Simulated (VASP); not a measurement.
A run of VASP 6.6.1 is set up as follows.

The input POSCAR:

```
W
1.0
    0.0000000000     -3.1683686574      0.0000000000
   -3.1683686574      0.0000000000      0.0000000000
    0.0000000000      0.0000000000     -3.1683686574
W
2
Direct
    0.4696156955      0.6325422398      0.5219962428
    0.0303843045     -0.1325422398     -0.0219962428
```

Contents of INCAR.step1:

```
PREC = Accurate ; ENCUT = 520
ISMEAR = 0 ; SIGMA = 0.15
LREAL = F ; LASPH = T
NELM = 100 ; NBANDS = 21
GGA = PE ; ALGO = Normal
EDIFF = 1E-4 ; LWAVE = T
LCHARG = F
```

INCAR.step2

```
PREC = Accurate ; ENCUT = 520
EDIFF = 1E-6 ; ISMEAR = 0
SIGMA = 0.15 ; LREAL = F
LASPH = T ; NELM = 100
ALGO = Normal ; ISIF = 2
LWAVE = F ; LCHARG = F
METAGGA = R2SCAN ; LMIXTAU = T
NBANDS = 21 ; ISTART = 1
```

Contents of KPOINTS:

```
Automatic mesh
0
Gamma
  10 10 10
```

Potentials or basis: VASP PAW PBE potentials, release 64 (W_sv).

Run with:

```console
$ cat potpaw_PBE.64/W_sv/POTCAR > POTCAR
$ cp INCAR.step1 INCAR
$ mpirun -np 1 vasp_std > vasp.out
$ cp INCAR.step2 INCAR
$ mpirun -np 1 vasp_std > vasp.out
```

Question: Estimate the band gap on the k mesh.

Answer: Zero (band 14 reaches 12.10 eV, above the bottom of band 15 at 9.92 eV).

Question: Predict the pressure.

Answer: 67.8 GPa.

Stress tensor (GPa, compression positive):
```
 12.36 -23.92  18.91
-23.92  93.68 -17.83
 18.91 -17.83  97.23
```

Caveat: the cell differs from its parent crystal (atoms moved at random); the PAW data sets were made with another functional, which shifts forces and pressure a little; spin-orbit coupling is left out, which moves the levels of the heavy elements.
